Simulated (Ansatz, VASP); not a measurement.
Two plane-wave programs on Ag

File INCAR:

```
SYSTEM = Ag
  PREC = Accurate
  ENCUT = 520
  EDIFF = 1E-6
  ISMEAR = -1
  SIGMA = 0.05
  LREAL = .False.
  LASPH = .True.
  NELM = 100
  ALGO = Normal
  ISIF = 2
  LWAVE = .False.
  LCHARG = .False.
  GGA = PE
  NBANDS = 12
```

File KPOINTS:

```
Automatic mesh
0
Gamma
  16 16 16
  0 0 0
```

POSCAR

```
Ag
1.0
    0.0000000000      2.0891013017      2.0891013017
    2.0891013017      0.0000000000      2.0891013017
    2.0891013017      2.0891013017      0.0000000000
Ag
1
Direct
    0.0000000000      0.0000000000      0.0000000000
```

Input for Ansatz:

```yaml
crystal:
  lattice:
    - [0.0, 2.0891013017, 2.0891013017]
    - [2.0891013017, 0.0, 2.0891013017]
    - [2.0891013017, 2.0891013017, 0.0]
  atoms:
    - { symbol: Ag, position: [0.0, 0.0, 0.0] }
kpoints:
  mp_grid: { grid: [16, 16, 16] }
scf:
  occupations: { method: fermi_dirac, width: 0.05 }
hamiltonian:
  xc: pbe
  pseudopotentials: { kind: paw }
output:
  forces: true
  stress: true
  eigenvalues: true
```

Change from the starting cell: volume scaled by 1.022, to set the pressure.

Alike in both runs: task single point; functional PBE; k mesh 16 × 16 × 16; occupations fermi-dirac, width 0.05 eV; no spin polarisation.

|  | VASP | Ansatz |
| --- | --- | --- |
| version | VASP 6.6.1 | Ansatz 0.2.0 |
| potentials or method | VASP PAW PBE potentials, release 64 (Ag) | PAW with Ansatz's default frozen-core files, scalar-relativistic |
| plane-wave cutoff (eV) | 520 | 420 |
| valence electrons in the cell | 11 | 19 |

```tsv
	VASP	Ansatz	Ansatz less VASP
pressure (GPa)	-1.9	-1.8	+0.09
```

VASP's potentials hold 11 valence electrons a cell and Ansatz's 19, so a difference there can come from the potentials and not from the codes.
